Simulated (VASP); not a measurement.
Write the native input for VASP 6.6.1 that does the following.

* Task: single point
* Functional: PBE
* Potentials or basis: VASP PAW PBE potentials, release 64 (Na_pv, I)
* Cutoff: 520 eV
* k mesh: 6 × 6 × 4
* Occupations: gaussian, width 0.01 eV
* Spin: no spin polarisation
* Dipole correction: no
* Further INCAR settings: ALGO = Normal; EDIFF = 1e-06; NBANDS = 22

The structure of NaI lies in POSCAR:

```
NaI
1.0
    5.4164419187      0.0000000000      0.0000000000
   -2.7082209593      4.6907762997      0.0000000000
    0.0000000000      0.0000000000      6.4622147823
Na I
2 2
Direct
    0.3333333333      0.6666666667      0.2500000000
    0.6666666667      0.3333333333      0.7500000000
    0.6666666667      0.3333333333      0.2500000000
    0.3333333333      0.6666666667      0.7500000000
```

One way to write it, as run:

INCAR

```
SYSTEM = NaI
PREC = Accurate
ENCUT = 520
EDIFF = 1E-6
ISMEAR = 0
SIGMA = 0.01
LREAL = .False.
LASPH = .True.
NELM = 100
ALGO = Normal
ISIF = 2
LWAVE = .False.
LCHARG = .False.
GGA = PE
NBANDS = 22
```

KPOINTS

```
Automatic mesh
0
Gamma
  6 6 4
  0 0 0
```

Potentials or basis: VASP PAW PBE potentials, release 64 (Na_pv, I).

Launch:

```console
$ cat potpaw_PBE.64/Na_pv/POTCAR potpaw_PBE.64/I/POTCAR > POTCAR
$ mpirun -np 1 vasp_std > vasp.out
```

Results of the run:

```json
{"Pressure": "0.4 GPa", "Band gap on the k mesh": "3.56 eV"}
```

Caveat: spin-orbit coupling is left out, which moves the levels of the heavy elements.

It took 57 s on 1 thread of Intel(R) Xeon(R) Platinum 8259CL CPU @ 2.50GHz (Skylake/Cascade Lake), with other jobs on the host, peak memory 0.27 GiB.
